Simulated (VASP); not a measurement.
# Cs3I2 in VASP: relaxation of the atoms with PBEsol

Aim: the relaxation of the atoms of Cs3I2 with PBEsol.

Program: VASP 6.6.1. These are calculated values, not measurements. Logs are shortened: lines on timing, memory, paths and dates and some standing lists are left out, and cuts for length are marked.

## Step 1: The cell of the first run

The cell holds a slab with vacuum, 5 atoms: a = 4.503 Å, b = 4.503 Å, c = 24.007 Å, α = 90.00°, β = 90.00°, γ = 90.00°.

## Step 2: Relaxation of the atoms, PBEsol

File INCAR:

```
ALGO = Normal
DIPOL = 0.5 0.5 0.500
EDIFF = 1E-7
EDIFFG = -0.02
ENCUT = 450
GGA = PS
GGA_COMPAT = F
IBRION = 2
IDIPOL = 3
ISIF = 2
ISMEAR = 0
LASPH = T
LCHARG = F
LDIPOL = T
LREAL = F
LWAVE = F
NELM = 120
NELMDL = -8
NELMIN = 4
NSW = 80
PREC = Accurate
SIGMA = 0.05
```

File KPOINTS:

```
k-points
0
Gamma
  6 6 1
```

File POSCAR:

```
Cs3I2
1.0
    4.5033236737      0.0000000000      0.0000000000
    0.0000000000      4.5033236737      0.0000000000
    0.0000000000      0.0000000000     24.0066473473
Cs I
3 2
Direct
    0.0000000000      0.0000000000      0.3124134700
    0.0000000000      0.0000000000      0.5000000000
    0.0000000000      0.0000000000      0.6875865300
    0.5000000000      0.5000000000      0.4062067350
    0.5000000000      0.5000000000      0.5937932650
```

Potentials or basis: VASP PAW PBE potentials, release 64 (Cs_sv, I).

Run with:

```bash
$ cat potpaw_PBE.64/Cs_sv/POTCAR potpaw_PBE.64/I/POTCAR > POTCAR
$ mpirun -np 1 vasp_std > vasp.out
```

OUTCAR:

```text
EDIFF = 1E-7
   EDIFFG = -0.02
   ENCUT = 450
   GGA = PS
   IBRION = 2
   ISIF = 2
   ISMEAR = 0
   LASPH = T
   LREAL = F
   NELM = 120
   NELMDL = -8
   NELMIN = 4
   NSW = 80
   PREC = Accurate

 ion  position               nearest neighbor table
   1  0.000  0.000  0.312-
   2  0.000  0.000  0.500-
   3  0.000  0.000  0.688-
   4  0.500  0.500  0.406-
   5  0.500  0.500  0.594-

  LATTYP: Found a simple tetragonal cell.
 ALAT       =     4.5033236737
 C/A-ratio  =     5.3308731699

  Lattice vectors:

 A1 = (   4.5033236737,   0.0000000000,   0.0000000000)
 A2 = (   0.0000000000,   4.5033236737,   0.0000000000)
 A3 = (   0.0000000000,   0.0000000000,  24.0066473473)

Analysis of symmetry for initial positions (statically):
=====================================================================
 Subroutine PRICEL returns:
 Original cell was already a primitive cell.

 Routine SETGRP: Setting up the symmetry group for a
 simple tetragonal supercell.

 Subroutine GETGRP returns: Found 16 space group operations
 (whereof 16 operations were pure point group operations)
 out of a pool of 16 trial point group operations.

The static configuration has the point symmetry D_4h.

Analysis of symmetry for dynamics (positions and initial velocities):
=====================================================================
 Subroutine PRICEL returns:
 Original cell was already a primitive cell.

 Routine SETGRP: Setting up the symmetry group for a
 simple tetragonal supercell.

 Subroutine GETGRP returns: Found 16 space group operations
 (whereof 16 operations were pure point group operations)
 out of a pool of 16 trial point group operations.

The dynamic configuration has the point symmetry D_4h.

 Subroutine INISYM returns: Found 16 space group operations
 (whereof 16 operations are pure point group operations),
 and found     1 'primitive' translations

----------------------------------------------------------------------------------------

                                     Primitive cell

  volume of cell :     486.8530
[... 110 lines left out ...]
   LRPA    =     F    only Hartree local field effects (RPA)
 conjugate gradient relaxation of ions
 non-spin polarized calculation
 Gauss-broadening in eV      SIGMA  =   0.05
  energy-cutoff  :      450.00
  volume of cell :      486.85
 maximum number of plane-waves:     10608
 NGX is ok and might be reduce to    32
   NGX = 15   NGY = 15   NGZ = 83

--------------------------------------- Ionic step        1  -------------------------------------------

 number of electron      41.0000004 magnetization

 Free energy of the ion-electron system (eV)
  ---------------------------------------------------
  ext. energy  EPLUGINS =         0.00000000
  ---------------------------------------------------
  free energy    TOTEN  =       -11.93933213 eV

  energy without entropy =      -11.93906325  energy(sigma->0) =      -11.93919769

------------------------ aborting loop because EDIFF is reached ----------------------------------------

  FORCE on cell =-STRESS in cart. coord.  units (eV):
  Direction    XX          YY          ZZ          XY          YZ          ZX
  --------------------------------------------------------------------------------------
  -------------------------------------------------------------------------------------
  Total        0.6576654      0.6576654      0.5290139      0.0000000      0.0000000      0.0000000
  in kB        2.1643013      2.1643013      1.7409240      0.0000000      0.0000000      0.0000000
  external PRESSURE =       2.0231755 kB  Pullay stress =       0.0000000 kB
[... 143 lines left out ...]
--------------------------------------- Ionic step        5  -------------------------------------------

 number of electron      41.0000005 magnetization

 dipolmoment           0.000000      0.000000      0.000000 electrons x Angstroem

------------------------ aborting loop because EDIFF is reached ----------------------------------------

  FORCE on cell =-STRESS in cart. coord.  units (eV):
  Direction    XX          YY          ZZ          XY          YZ          ZX
  --------------------------------------------------------------------------------------
  -------------------------------------------------------------------------------------
  Total        0.5003581      0.5003581      0.1292471      0.0000000      0.0000000      0.0000000
  in kB        1.6466213      1.6466213      0.4253375      0.0000000      0.0000000      0.0000000
  external PRESSURE =       1.2395267 kB  Pullay stress =       0.0000000 kB
[... 104 lines left out ...]
--------------------------------------- Ionic step        8  -------------------------------------------

 number of electron      41.0000008 magnetization

 dipolmoment           0.000000      0.000000     -0.000000 electrons x Angstroem

 Free energy of the ion-electron system (eV)
  ---------------------------------------------------
  ext. energy  EPLUGINS =         0.00000000
  ---------------------------------------------------
  free energy    TOTEN  =       -11.94445208 eV

  energy without entropy =      -11.94430857  energy(sigma->0) =      -11.94438033

 E-fermi :   0.9616     XC(G=0):  -4.7878

 val. band max:        0.8644401272   @ k =   0.1667   0.1667   0.0000
 cond. band min:       1.0588065473   @ k =   0.3333   0.0000   0.0000
 fundamental gap:      0.1943664201
 Fermi energy:         0.9616167082

 k-point     1 :       0.0000    0.0000    0.0000
  band No.  band energies     occupation
      1     -23.2732      2.00000
      2     -23.2729      2.00000
      3     -22.9717      2.00000
      4     -13.4750      2.00000
      5     -13.4618      2.00000
      6     -10.0460      2.00000
[... 259 lines left out ...]
     23       1.9814      0.00000
     24       2.8761      0.00000

------------------------ aborting loop because EDIFF is reached ----------------------------------------

 vacuum level on the upper side and lower side of the slab       (xc-potential included)        -0.440        -0.440

  FORCE on cell =-STRESS in cart. coord.  units (eV):
  Direction    XX          YY          ZZ          XY          YZ          ZX
  --------------------------------------------------------------------------------------
  -------------------------------------------------------------------------------------
  Total        0.4926582      0.4926582      0.0734235      0.0000000      0.0000000      0.0000000
  in kB        1.6212816      1.6212816      0.2416282      0.0000000      0.0000000      0.0000000
  external PRESSURE =       1.1613971 kB  Pullay stress =       0.0000000 kB
[... 20 lines left out ...]
  FREE ENERGIE OF THE ION-ELECTRON SYSTEM (eV)
  ---------------------------------------------------
  free  energy   TOTEN  =       -11.9444520811 eV

  energy  without entropy=      -11.9443085733  energy(sigma->0) =      -11.94438033

 reached required accuracy - stopping structural energy minimisation

 vacuum level on the upper side and lower side of the slab         3.064         3.064
```

CONTCAR:

```text
Cs3I2
   1.00000000000000
     4.5033236736999998    0.0000000000000000    0.0000000000000000
     0.0000000000000000    4.5033236736999998    0.0000000000000000
     0.0000000000000000    0.0000000000000000   24.0066473472999995
  Cs              I
     3     2
Direct
     0.0000000000000000    0.0000000000000000    0.3092539159454996
     0.0000000000000000    0.0000000000000000    0.5000000000000000
     1.0000000000000000    0.0000000000000000    0.6907460840545003
     0.5000000000000000    0.5000000000000000    0.4052422192268266
     0.5000000000000000    0.5000000000000000    0.5947577807731735

  0.00000000E+00  0.00000000E+00  0.00000000E+00
  0.00000000E+00  0.00000000E+00  0.00000000E+00
  0.00000000E+00  0.00000000E+00  0.00000000E+00
  0.00000000E+00  0.00000000E+00  0.00000000E+00
  0.00000000E+00  0.00000000E+00  0.00000000E+00
```

Wall time 9.8 min (1 thread of Intel Xeon Platinum 8259CL at 2.50GHz (Skylake/Cascade Lake), shared host); peak memory 0.48 GiB.

Results:

```
Free energy                  : -11.9445 eV
Energy gained by relaxing    : 1.0 meV/atom
Ionic steps                  : 8
Largest force after relaxing : 0.014 eV/Å
Band gap on the k mesh       : zero (an odd number of electrons rules out a gap without spin polarisation)
```

Forces on the atoms (eV/Å):
```
Cs   0.000  0.000 -0.002
Cs   0.000  0.000  0.000
Cs   0.000  0.000  0.002
I    0.000  0.000 -0.014
I    0.000  0.000  0.014
```

Step by step:
```
step  energy change (eV)  largest force (eV/Å)  pressure (GPa)
   1              0.0000                0.0642            0.20
   2             -0.0004                0.0603            0.20
   3             -0.0014                0.0484            0.19
   4             -0.0027                0.0266            0.17
   5             -0.0026                0.0659            0.12
   6             -0.0031                0.0441            0.15
   7             -0.0038                0.0365            0.14
   8             -0.0051                0.0141            0.12
```

Final structure:
```yaml
crystal:
  lattice:
    - [4.50332, 0.00000, 0.00000]
    - [0.00000, 4.50332, 0.00000]
    - [0.00000, 0.00000, 24.00665]
  atoms:
    - { symbol: Cs, position: [0.00000, 0.00000, 0.30925] }
    - { symbol: Cs, position: [0.00000, 0.00000, 0.50000] }
    - { symbol: Cs, position: [0.00000, 0.00000, 0.69075] }
    - { symbol: I, position: [0.50000, 0.50000, 0.40524] }
    - { symbol: I, position: [0.50000, 0.50000, 0.59476] }
```

Caveat: the PAW data sets were made with another functional, which shifts forces and pressure a little; spin-orbit coupling is left out, which moves the levels of the heavy elements.

The gap in the log of VASP goes by the Fermi energy; the results here count the filled bands.